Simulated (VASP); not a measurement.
# ZnSe (P6_3/mmc) in VASP: notebook

ZnSe is run at these levels: r2SCAN, HSE06; tasks: single point.

Program: VASP 6.6.1. These are calculated values, not measurements. Logs are shortened: lines on timing, memory, paths and dates and some standing lists are left out, and cuts for length are marked.

### Step 1. The cell of the first run

Symmetry: P6_3/mmc, No. 194, hexagonal system. The conventional cell has a = 3.780 Å, b = 3.780 Å, c = 6.132 Å, α = 90.00°, β = 90.00°, γ = 120.00°. Zn (site symmetry -3m) has 6 Se at 2.67 Å and 2 Zn at 3.07 Å within 3.5 Å. Se (site symmetry -6m2) has 6 Zn at 2.67 Å within 3.5 Å.

### Step 2. Single point, r2SCAN

Input file POSCAR:

```
ZnSe
1.0
    3.7796697599      0.0000000000      0.0000000000
   -1.8898348799      3.2732900300      0.0000000000
    0.0000000000      0.0000000000      6.1318974016
Zn Se
2 2
Direct
    0.0000000000      0.0000000000      0.0000000000
    0.0000000000      0.0000000000      0.5000000000
    0.3333333333      0.6666666667      0.2500000000
    0.6666666667      0.3333333333      0.7500000000
```

Input file INCAR.step1:

```
SYSTEM = ZnSe
PREC = Accurate
ENCUT = 520
ISMEAR = -1
SIGMA = 0.02
LREAL = .FALSE.
LASPH = .TRUE.
NELM = 100
NBANDS = 26
GGA = PE
ALGO = Normal
EDIFF = 1E-4
LWAVE = .TRUE.
LCHARG = .FALSE.
```

Input file INCAR.step2:

```
SYSTEM = ZnSe
PREC = Accurate
ENCUT = 520
EDIFF = 1E-6
ISMEAR = -1
SIGMA = 0.02
LREAL = .FALSE.
LASPH = .TRUE.
NELM = 100
ALGO = Normal
ISIF = 2
LWAVE = .FALSE.
LCHARG = .FALSE.
METAGGA = R2SCAN
LMIXTAU = .TRUE.
NBANDS = 26
ISTART = 1
```

Input file KPOINTS:

```
regular mesh
0
G
  6 6 4
  0 0 0
```

Potentials or basis: VASP PAW PBE potentials, release 64 (Zn, Se).

The run is started by

```console
$ cat potpaw_PBE.64/Zn/POTCAR potpaw_PBE.64/Se/POTCAR > POTCAR
$ cp INCAR.step1 INCAR
$ mpirun -np 1 vasp_std > vasp.out
$ cp INCAR.step2 INCAR
$ mpirun -np 1 vasp_std > vasp.out
```

OUTCAR:

```text
SYSTEM = ZnSe
   PREC = Accurate
   ENCUT = 520
   EDIFF = 1E-6
   ISMEAR = -1
   LREAL = .FALSE.
   LASPH = .TRUE.
   NELM = 100
   ISIF = 2
   METAGGA = R2SCAN
   ISTART = 1

 ion  position               nearest neighbor table
   1  0.000  0.000  0.000-   3 2.67   4 2.67   3 2.67   4 2.67   4 2.67   3 2.67
   2  0.000  0.000  0.500-   3 2.67   4 2.67   3 2.67   4 2.67   4 2.67   3 2.67
   3  0.333  0.667  0.250-   1 2.67   2 2.67   1 2.67   2 2.67   1 2.67   2 2.67
   4  0.667  0.333  0.750-   1 2.67   2 2.67   1 2.67   2 2.67   1 2.67   2 2.67

  LATTYP: Found a hexagonal cell.
 ALAT       =     3.7796697599
 C/A-ratio  =     1.6223368154

  Lattice vectors:

 A1 = (   3.7796697599,   0.0000000000,   0.0000000000)
 A2 = (  -1.8898348799,   3.2732900300,   0.0000000000)
 A3 = (   0.0000000000,   0.0000000000,   6.1318974016)

Analysis of symmetry for initial positions (statically):
=====================================================================
 Subroutine PRICEL returns:
 Original cell was already a primitive cell.

 Routine SETGRP: Setting up the symmetry group for a
 hexagonal supercell.

 Subroutine GETGRP returns: Found 24 space group operations
 (whereof 12 operations were pure point group operations)
 out of a pool of 24 trial point group operations.

The static configuration has the point symmetry D_3d.
 The point group associated with its full space group is D_6h.

Analysis of symmetry for dynamics (positions and initial velocities):
=====================================================================
 Subroutine PRICEL returns:
 Original cell was already a primitive cell.

 Routine SETGRP: Setting up the symmetry group for a
 hexagonal supercell.

 Subroutine GETGRP returns: Found 24 space group operations
 (whereof 12 operations were pure point group operations)
 out of a pool of 24 trial point group operations.

The dynamic configuration has the point symmetry D_3d.
 The point group associated with its full space group is D_6h.

 Subroutine INISYM returns: Found 24 space group operations
 (whereof 12 operations are pure point group operations),
 and found     1 'primitive' translations

----------------------------------------------------------------------------------------

                                     Primitive cell

  volume of cell :      75.8636

  direct lattice vectors                    reciprocal lattice vectors
     3.779669760  0.000000000  0.000000000     0.264573379  0.152751512  0.000000000
    -1.889834880  3.273290030  0.000000000     0.000000000  0.305503023  0.000000000
     0.000000000  0.000000000  6.131897402     0.000000000  0.000000000  0.163081659

  length of vectors
     3.779669760  3.779669760  6.131897402     0.305503023  0.305503023  0.163081659

  position of ions in fractional coordinates (direct lattice)
     0.000000000  0.000000000  0.000000000
     0.000000000  0.000000000  0.500000000
     0.333333333  0.666666667  0.250000000
     0.666666667  0.333333333  0.750000000

  ion indices of the primitive-cell ions
   primitive index   ion index
                 1           1
                 2           2
                 3           3
                 4           4

----------------------------------------------------------------------------------------

 KPOINTS: regular mesh

Automatic generation of k-mesh.
 Grid dimensions read from file:
 generate k-points for:    6    6    4

 Generating k-lattice:

  Cartesian coordinates                     Fractional coordinates (reciprocal lattice)
     0.044095563  0.025458585  0.000000000     0.166666667  0.000000000  0.000000000
     0.000000000  0.050917171  0.000000000     0.000000000  0.166666667  0.000000000
     0.000000000  0.000000000  0.040770415     0.000000000  0.000000000  0.250000000

  Length of vectors
     0.050917171  0.050917171  0.040770415

  Shift w.r.t. Gamma in fractional coordinates (k-lattice)
     0.000000000  0.000000000  0.000000000

 Subroutine IBZKPT returns following result:
 ===========================================

 Found     21 irreducible k-points:

 Following reciprocal coordinates:
            Coordinates               Weight
  0.000000  0.000000  0.000000      1.000000
  0.166667 -0.000000  0.000000      6.000000
  0.333333 -0.000000  0.000000      6.000000
  0.500000 -0.000000  0.000000      3.000000
  0.166667  0.166667  0.000000      6.000000
  0.333333  0.166667  0.000000     12.000000
[... 13 lines left out ...]
  0.333333  0.166667  0.500000     12.000000
  0.333333  0.333333  0.500000      2.000000
   k-points           NKPTS =     21   k-points in BZ     NKDIM =     21   number of bands    NBANDS=     26
   number of dos      NEDOS =    301   number of ions     NIONS =      4
   total plane-waves  NPLWV =  37632
   dimension x,y,z NGX =    28 NGY =   28 NGZ =   48
   dimension x,y,z NGXF=    56 NGYF=   56 NGZF=   96
   ions per type =               2   2
   NGX,Y,Z   is equivalent  to a cutoff of  12.32, 12.32, 13.01 a.u.
   NGXF,Y,Z  is equivalent  to a cutoff of  24.63, 24.63, 26.03 a.u.
 SYSTEM =  ZnSe
   PREC   = accura    normal or accurate (medium, high low for compatibility)
   ISTART =      1    job   : 0-new  1-cont  2-samecut
   ICHARG =      0    charge: 1-file 2-atom 10-const
   ISPIN  =      1    spin polarized calculation?
   LNONCOLLINEAR =      F non collinear calculations
   LSORBIT =      F    spin-orbit coupling
   LASPH  =      T    aspherical Exc in radial PAW
   ENCUT  =  520.0 eV  38.22 Ry    6.18 a.u.   7.03  7.03 11.40*2*pi/ulx,y,z
   NELM   =    100;   NELMIN=  2; NELMDL=  0     # of ELM steps
   EDIFF  = 0.1E-05   stopping-criterion for ELM
   LREAL  =      F    real-space projection
   EDIFFG = 0.1E-04   stopping-criterion for IOM
   NSW    =      0    number of steps for IOM
   IBRION =     -1    ionic relax: 0-MD 1-quasi-New 2-CG
   NFREE  =      0    steps in history (QN), initial steepest desc. (CG)
   ISIF   =      2    stress and relaxation
   ISYM   =      2    0-nonsym 1-usesym 2-fastsym
   POTIM  = 0.5000    time-step for ionic-motion
   TEBEG  =    0.0;   TEEND  =   0.0 temperature during run
   PSTRESS=    0.0 pullay stress
   NELECT =      36.0000    total number of electrons
   NUPDOWN=      -1.0000    fix difference up-down
   EMIN   =  10.00;   EMAX   =-10.00  energy-range for DOS
   EFERMI =   0.00;   METHOD = LEGACY
   ISMEAR =    -1;   SIGMA  =   0.02  broadening in eV -4-tet -1-fermi 0-gaus
   EFERMI_NEDOS =   21; number of points for ismear=-14 and -15
   IALGO  =     38    algorithm
   IMIX   =      4    mixing-type and parameters
     AMIX     =   0.40;   BMIX     =  1.00
     AMIX_MAG =   1.60;   BMIX_MAG =  1.00
  volume/ion in A,a.u.               =      18.97       127.99
  Fermi-wavevector in a.u.,A,eV,Ry     =   1.276923  2.413034 22.184727  1.630531
  Thomas-Fermi vector in A             =   2.409551
   LORBIT       =      0    0 simple, 1 ext, 2 COOP (PROOUT), +10 PAW based schemes
   METAGGA = R2SCAN    functional components
   LHFCALC =     F    Hartree Fock is set to
   AEXX    =    0.0000 exact exchange contribution
   IVDW    =     0    specifies the selected vdW correction
   LEPSILON=     F    determine dielectric tensor
   LRPA    =     F    only Hartree local field effects (RPA)
 non-spin polarized calculation
  energy-cutoff  :      520.00
  volume of cell :       75.86
 maximum number of plane-waves:      2058
   NGX = 15   NGY = 15   NGZ = 23

 number of electron      36.0000030 magnetization

 Free energy of the ion-electron system (eV)
  ---------------------------------------------------
  ext. energy  EPLUGINS =         0.00000000
  ---------------------------------------------------
  free energy    TOTEN  =       -48.46872944 eV

  energy without entropy =      -48.46743005  energy(sigma->0) =      -48.46807975

 E-fermi :   3.0595     XC(G=0): -11.0699

 val. band max:        3.0390901664   @ k =   0.1667  -0.0000   0.0000
 cond. band min:       4.1786150054   @ k =   0.0000   0.0000   0.0000
 fundamental gap:      1.1395248390
 Fermi energy:         3.0594918776

 k-point     1 :       0.0000    0.0000    0.0000
  band No.  band energies     occupation
      1     -11.3785      2.00000
      2      -9.8978      2.00000
      3      -4.2866      2.00000
      4      -4.1408      2.00000
      5      -4.1408      2.00000
      6      -4.0304      2.00000
[... 18 lines left out ...]
     25      11.3028      0.00000
     26      11.6329      0.00000

 k-point     2 :       0.1667   -0.0000    0.0000
  band No.  band energies     occupation
      1     -11.1214      2.00000
      2      -9.8075      2.00000
      3      -4.1314      2.00000
      4      -4.0910      2.00000
      5      -4.0474      2.00000
      6      -4.0225      2.00000
[... 18 lines left out ...]
     25      11.0330      0.00000
     26      11.8586      0.00000

 k-point     3 :       0.3333   -0.0000    0.0000
  band No.  band energies     occupation
      1     -10.4682      2.00000
      2      -9.6608      2.00000
      3      -4.1562      2.00000
      4      -4.1402      2.00000
      5      -4.0392      2.00000
      6      -3.9453      2.00000
[... 18 lines left out ...]
     25      12.1547      0.00000
     26      13.0907      0.00000

 k-point     4 :       0.5000   -0.0000    0.0000
  band No.  band energies     occupation
      1      -9.9133      2.00000
      2      -9.7373      2.00000
      3      -4.4428      2.00000
      4      -4.1555      2.00000
      5      -4.0936      2.00000
      6      -3.9681      2.00000
[... 18 lines left out ...]
     25      12.3477      0.00000
     26      14.9552      0.00000
[... 409 lines left out ...]
      1     -10.2150      2.00000
      2     -10.2150      2.00000
      3      -4.0756      2.00000
      4      -4.0756      2.00000
      5      -3.9875      2.00000
      6      -3.9875      2.00000
[... 18 lines left out ...]
     25      12.1180      0.00000
     26      12.1180      0.00000

 k-point    20 :       0.3333    0.1667    0.5000
  band No.  band energies     occupation
      1      -9.8212      2.00000
      2      -9.8212      2.00000
      3      -4.0448      2.00000
      4      -4.0448      2.00000
      5      -3.9762      2.00000
      6      -3.9762      2.00000
[... 18 lines left out ...]
     25      13.3174      0.00000
     26      13.3174      0.00000

 k-point    21 :       0.3333    0.3333    0.5000
  band No.  band energies     occupation
      1      -9.6824      2.00000
      2      -9.6824      2.00000
      3      -4.0940      2.00000
      4      -4.0940      2.00000
      5      -3.8769      2.00000
      6      -3.8769      2.00000
[... 18 lines left out ...]
     25      13.1600      0.00000
     26      13.1600      0.00000

------------------------ aborting loop because EDIFF is reached ----------------------------------------

  FORCE on cell =-STRESS in cart. coord.  units (eV):
  Direction    XX          YY          ZZ          XY          YZ          ZX
  --------------------------------------------------------------------------------------
  -------------------------------------------------------------------------------------
  Total        0.0834130      0.0834130      0.1266751      0.0000000      0.0000000      0.0000000
  in kB        1.7616144      1.7616144      2.6752754      0.0000000      0.0000000      0.0000000
  external PRESSURE =       2.0661680 kB  Pullay stress =       0.0000000 kB

 VOLUME and BASIS-vectors are now :
 -----------------------------------------------------------------------------
  energy-cutoff  :      520.00
  volume of cell :       75.86
      direct lattice vectors                 reciprocal lattice vectors
     3.779669760  0.000000000  0.000000000     0.264573379  0.152751512  0.000000000
    -1.889834880  3.273290030  0.000000000     0.000000000  0.305503023  0.000000000
     0.000000000  0.000000000  6.131897402     0.000000000  0.000000000  0.163081659

 POSITION                                       TOTAL-FORCE (eV/Angst)
 -----------------------------------------------------------------------------------
      0.00000      0.00000      0.00000         0.000000      0.000000      0.000000
      0.00000      0.00000      3.06595         0.000000      0.000000      0.000000
     -0.00000      2.18219      1.53297        -0.000000      0.000000      0.000000
      1.88983      1.09110      4.59892         0.000000     -0.000000     -0.000000
 -----------------------------------------------------------------------------------
    total drift:                               -0.000000     -0.000000      0.000000

  FREE ENERGIE OF THE ION-ELECTRON SYSTEM (eV)
  ---------------------------------------------------
  free  energy   TOTEN  =       -48.4687294447 eV

  energy  without entropy=      -48.4674300506  energy(sigma->0) =      -48.46807975
```

Run time: 71 s. Hardware: 1 thread of Intel Xeon 6975P-C (Granite Rapids), shared host; peak memory 0.21 GiB.

Results:

```
Free energy            : -48.4687 eV
Pressure               : 0.2 GPa
Band gap on the k mesh : zero (band 18 reaches 3.04 eV, above the bottom of band 19 at 3.03 eV)
```

Caveat: the PAW data sets were made with another functional, which shifts forces and pressure a little.

### Step 3. Single point, HSE06

POSCAR is that of step 2.

Input file INCAR.step1:

```
SYSTEM = ZnSe
PREC     = Accurate       ! precision mode
ENCUT    = 520            ! plane-wave cutoff, eV
EDIFF    = 1E-5           ! SCF threshold, eV
ISMEAR   = -1             ! smearing method
SIGMA    = 0.02           ! smearing width, eV
LREAL    = .FALSE.        ! projectors in reciprocal space
LASPH    = .TRUE.         ! aspherical terms in the spheres
NELM     = 100            ! most SCF steps
ALGO     = Normal         ! electronic algorithm
ISIF     = 2              ! what is computed and relaxed
LWAVE    = .TRUE.         ! write WAVECAR
LCHARG   = .FALSE.        ! write CHGCAR
GGA      = PE             ! functional
NBANDS   = 26             ! bands
```

Input file INCAR.step2:

```
SYSTEM = ZnSe
PREC     = Accurate       ! precision mode
ENCUT    = 520            ! plane-wave cutoff, eV
EDIFF    = 1E-6           ! SCF threshold, eV
ISMEAR   = -1             ! smearing method
SIGMA    = 0.02           ! smearing width, eV
LREAL    = .FALSE.        ! projectors in reciprocal space
LASPH    = .TRUE.         ! aspherical terms in the spheres
NELM     = 100            ! most SCF steps
ALGO     = Normal         ! electronic algorithm
ISIF     = 2              ! what is computed and relaxed
LWAVE    = .FALSE.        ! write WAVECAR
LCHARG   = .FALSE.        ! write CHGCAR
GGA      = PE             ! functional
LHFCALC  = .TRUE.         ! exact exchange
HFSCREEN = 0.2079         ! screening, 1/A
PRECFOCK = Normal       
ISTART   = 1            
NBANDS   = 26             ! bands
```

Input file KPOINTS:

```
regular mesh
0
G
  6 6 2
  0 0 0
```

Potentials or basis: VASP PAW PBE potentials, release 64 (Zn, Se).

The run is started by

```console
$ cat potpaw_PBE.64/Zn/POTCAR potpaw_PBE.64/Se/POTCAR > POTCAR
$ cp INCAR.step1 INCAR
$ mpirun -np 1 vasp_std > vasp.out
$ cp INCAR.step2 INCAR
$ mpirun -np 1 vasp_std > vasp.out
```

Wall time 39 min (1 thread of Intel Xeon 6975P-C (Granite Rapids), shared host); peak memory 0.33 GiB.

It converged, with:

* Free energy: -13.5188 eV
* Pressure: 0.6 GPa
* Band gap on the k mesh: 0.46 eV, indirect (least direct gap 1.73 eV)

Stress tensor (GPa, compression positive):
```
0.74 0.00 0.00
0.00 0.74 0.00
0.00 0.00 0.40
```

Levels at points of the mesh, in eV from the valence-band top:
| k point | band 14 | band 15 | band 16 | band 17 | band 18 | band 19 | band 20 | band 21 | band 22 | band 23 |
| --- | --- | --- | --- | --- | --- | --- | --- | --- | --- | --- |
| (0.00, 0.00, 0.00) | -0.63 | -0.63 | -0.37 | -0.22 | -0.22 | 1.50 | 3.86 | 7.11 | 7.11 | 8.91 |
| (0.50, 0.00, 0.00) | -4.83 | -3.96 | -2.73 | -2.36 | -0.19 | 2.89 | 3.68 | 4.34 | 5.95 | 8.60 |
| (0.00, 0.00, 0.50) | -4.18 | -0.39 | -0.39 | -0.39 | -0.39 | 3.81 | 3.81 | 7.13 | 7.13 | 7.13 |
| (0.50, 0.00, 0.50) | -6.22 | -1.74 | -1.74 | -1.68 | -1.68 | 2.38 | 2.38 | 5.87 | 5.87 | 8.93 |

Caveat: the k points lie up to 0.51 Å⁻¹ apart; the PAW data sets were made with another functional, which shifts forces and pressure a little. A k mesh can miss the band edges.

### Step 4. Single point, r2SCAN

POSCAR is that of step 3.

Input file INCAR.step1:

```
SYSTEM = ZnSe
  PREC = Accurate
  ENCUT = 520
  ISMEAR = -1
  SIGMA = 0.02
  LREAL = .FALSE.
  LASPH = .TRUE.
  NELM = 60
  NBANDS = 26
  GGA = PE
  ALGO = Normal
  EDIFF = 1E-4
  LWAVE = .TRUE.
  LCHARG = .FALSE.
```

Input file INCAR.step2:

```
SYSTEM = ZnSe
  PREC = Accurate
  ENCUT = 520
  EDIFF = 1E-7
  ISMEAR = -1
  SIGMA = 0.02
  LREAL = .FALSE.
  LASPH = .TRUE.
  NELM = 60
  ALGO = Normal
  ISIF = 2
  LWAVE = .FALSE.
  LCHARG = .FALSE.
  METAGGA = R2SCAN
  LMIXTAU = .TRUE.
  NBANDS = 26
  ISTART = 1
```

Input file KPOINTS:

```
regular mesh
0
G
  6 6 4
  0 0 0
```

The run is started by

```console
$ cat potpaw_PBE.64/Zn/POTCAR potpaw_PBE.64/Se/POTCAR > POTCAR
$ cp INCAR.step1 INCAR
$ mpirun -np 1 vasp_std > vasp.out
$ cp INCAR.step2 INCAR
$ mpirun -np 1 vasp_std > vasp.out
```

Run time: 5.6 min. Hardware: 1 thread of Intel Xeon 8259CL, shared host; peak memory 0.22 GiB.

It converged, with:

```yaml
Free_energy: -48.4687 eV
Pressure: 0.2 GPa
Band_gap_on_the_k_mesh: zero (band 18 reaches 3.04 eV, above the bottom of band 19 at 3.03 eV)
```

Stress tensor (GPa, compression positive):
```
0.18 0.00 0.00
0.00 0.18 0.00
0.00 0.00 0.27
```

Levels at points of the mesh, in eV from the Fermi level:
```tsv
k point	band 14	band 15	band 16	band 17	band 18	band 19	band 20	band 21	band 22	band 23
(0.00, 0.00, 0.00)	-0.67	-0.67	-0.44	-0.20	-0.20	1.12	3.57	6.58	6.58	8.16
(0.50, 0.00, 0.00)	-4.57	-3.76	-2.62	-2.28	-0.17	2.34	3.23	4.02	5.45	8.00
(0.00, 0.00, 0.50)	-3.95	-0.39	-0.39	-0.39	-0.39	3.41	3.41	6.61	6.61	6.61
(0.50, 0.00, 0.50)	-5.71	-1.64	-1.64	-1.60	-1.60	1.89	1.89	5.47	5.47	8.32
```

Caveat: the PAW data sets were made with another functional, which shifts forces and pressure a little.
